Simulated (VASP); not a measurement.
## Cu: single point with r2SCAN

The system is Cu.

```
Cu
1.0
     2.36920    0.00000    0.00000
     0.00000    2.36920    0.00000
     0.00000    0.00000    2.36920
Cu
1
Direct
  0.00000 0.00000 0.00000
```

This isn't the form of Cu at room conditions, which is fcc.

```yaml
Program: VASP 6.6.1
Task: single point
Functional: r2SCAN
Potentials_or_basis: VASP PAW PBE potentials, release 64 (Cu)
Cutoff: 520 eV
k_mesh: 24 × 24 × 24
Occupations: gaussian, width 0.1 eV
Spin: no spin polarisation
```

The pressure is 0.5 GPa and the band gap on the k mesh is zero (an odd number of electrons rules out a gap without spin polarisation).

Levels at points of the mesh, in eV from the Fermi level:
```csv
k point,band 3,band 4,band 5,band 6,band 7,band 8
"(0.00, 0.00, 0.00)",-4.12,-1.44,-1.44,-1.44,18.87,18.87
"(0.50, 0.00, 0.00)",-2.27,-2.27,-1.44,-1.37,2.26,24.70
"(0.50, 0.50, 0.00)",-2.11,-2.11,-0.81,4.58,4.58,9.59
"(0.50, 0.50, 0.50)",-3.80,-0.77,-0.77,10.82,10.82,10.82
```

Run time: 3.5 min on 1 thread of Intel(R) Xeon(R) Platinum 8259CL CPU @ 2.50GHz (Skylake/Cascade Lake), on a shared host, peak memory 0.18 GiB.

Caveat: the PAW data sets were made with another functional, which shifts forces and pressure a little.
